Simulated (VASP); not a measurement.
Set up this calculation in VASP 6.6.1, as the native input.

* Task: relaxation of cell and atoms
* Functional: PBE
* Potentials or basis: VASP PAW PBE potentials, release 64 (Ni)
* Cutoff: 600 eV
* k mesh: 9 × 9 × 4
* Occupations: gaussian, width 0.1 eV
* Spin: collinear spin, ferromagnetic start
* Starting moments: [0.9, 0.9] μB
* Dipole correction: no
* Further INCAR settings: ALGO = Normal; EDIFF = 1e-06; IBRION = 2; EDIFFG = -0.05; NSW = 80; ISIF = 3

The structure of Ni lies in POSCAR:

```
Ni
1.0
    1.5372138451     -2.6623876168      0.0000000000
    1.5372138451      2.6623876168      0.0000000000
    0.0000000000      0.0000000000      5.0526965033
Ni
2
Direct
    0.8334435400      0.1665564600      0.2500000000
    0.1665564600      0.8334435400      0.7500000000
```

This isn't the form of Ni at room conditions, which is fcc.

These files were run (other wordings do the same):

INCAR

```
SYSTEM = Ni
ALGO     = Normal         ! electronic algorithm
EDIFF    = 1E-6           ! SCF threshold, eV
EDIFFG   = -0.05          ! ionic threshold
ENCUT    = 600            ! plane-wave cutoff, eV
GGA      = PE             ! functional
IBRION   = 2              ! ionic algorithm
ISIF     = 3              ! what is computed and relaxed
ISMEAR   = 0              ! smearing method
ISPIN    = 2              ! spin polarisation
LASPH    = .TRUE.         ! aspherical terms in the spheres
LCHARG   = .FALSE.        ! write CHGCAR
LMAXMIX  = 4              ! l up to which the mixer works
LORBIT   = 11             ! projections on sites
LREAL    = .FALSE.        ! projectors in reciprocal space
LWAVE    = .FALSE.        ! write WAVECAR
MAGMOM   = 0.9 0.9        ! initial moments
NELM     = 150            ! most SCF steps
NSW      = 80             ! ionic steps
PREC     = Accurate       ! precision mode
SIGMA    = 0.1            ! smearing width, eV
```

KPOINTS

```
k-points
0
G
  9 9 4
  0 0 0
```

Potentials or basis: VASP PAW PBE potentials, release 64 (Ni).

Launch:

```sh
$ cat potpaw_PBE.64/Ni/POTCAR > POTCAR
$ mpirun -np 1 vasp_std > vasp.out
```

Results of the run:

```json
{
  "Relaxed volume": "10.92 Å³/atom",
  "Relaxed cell": "a = 2.483 Å, b = 2.483 Å, c = 4.091 Å, α = 90.00°, β = 90.00°, γ = 120.00°",
  "Space group after relaxing (to 0.1 Å)": "P6_3/mmc (No. 194)",
  "Energy gained by relaxing": "1468.3 meV/atom",
  "Ionic steps": "8",
  "Pressure after relaxing": "-0.3 GPa",
  "Net moment": "1.22 μB per cell",
  "Site moments": "Ni +0.62 μB",
  "Valence electrons inside the program's atomic spheres": "Ni 9.30"
}
```

Caveat: the volume moved by over 15 % at a fixed basis, so the end points are rough.

Wall time 11 min on 1 thread of Oxide Virtual Turin-like Processor, with other jobs on the host, peak memory 0.23 GiB.
